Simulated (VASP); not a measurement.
A run of VASP 6.6.1 is set up as follows.

The input INCAR:

```
SYSTEM = Al12H
PREC = Accurate
ENCUT = 520
EDIFF = 1E-6
ISMEAR = 0
SIGMA = 0.1
LREAL = .FALSE.
LASPH = .TRUE.
NELM = 150
ALGO = Normal
ISIF = 2
LWAVE = .FALSE.
LCHARG = .FALSE.
ISPIN = 2
MAGMOM = 0 0 0 0 0 0 0 0 0 0 0 0 1
LORBIT = 11
LDIPOL = .TRUE.
IDIPOL = 3
DIPOL = 0.5 0.5 0.309
GGA = PE
NBANDS = 34
```

File KPOINTS:

```
regular mesh
0
G
  6 6 1
  0 0 0
```

The input POSCAR:

```
Al12H
1.0
    5.7143028096      0.0000000000      0.0000000000
   -2.8571514048      4.9487313980      0.0000000000
    0.0000000000      0.0000000000     21.6016424764
Al H
12 1
Direct
    0.3333333333      0.1666666667      0.1851711047
    0.3333333333      0.6666666667      0.1851711047
    0.8333333333      0.1666666667      0.1851711047
    0.8333333333      0.6666666667      0.1851711047
    0.1666666667      0.3333333333      0.2916873740
    0.1666666667      0.8333333333      0.2916873740
    0.6666666667      0.3333333333      0.2916873740
    0.6666666667      0.8333333333      0.2916873740
    0.0000000000      0.0000000000      0.3981939098
    0.0000000000      0.5000000000      0.3981939098
    0.5000000000      0.0000000000      0.3981939098
    0.5000000000      0.5000000000      0.3981939098
    0.0555555556     -0.0555555556      0.5171663446
```

Potentials or basis: VASP PAW PBE potentials, release 64 (Al, H).

Command:

```console
$ cat potpaw_PBE.64/Al/POTCAR potpaw_PBE.64/H/POTCAR > POTCAR
$ mpirun -np 1 vasp_std > vasp.out
```

(1) Predict the largest force.

(2) Estimate the net moment.

(3) What does it give for the site moments?

Answers

(1) 1.285 eV/Å.

(2) 0.37 μB per cell.

(3) Al -0.00, -0.01, +0.00 (each value once); H +0.18 μB.
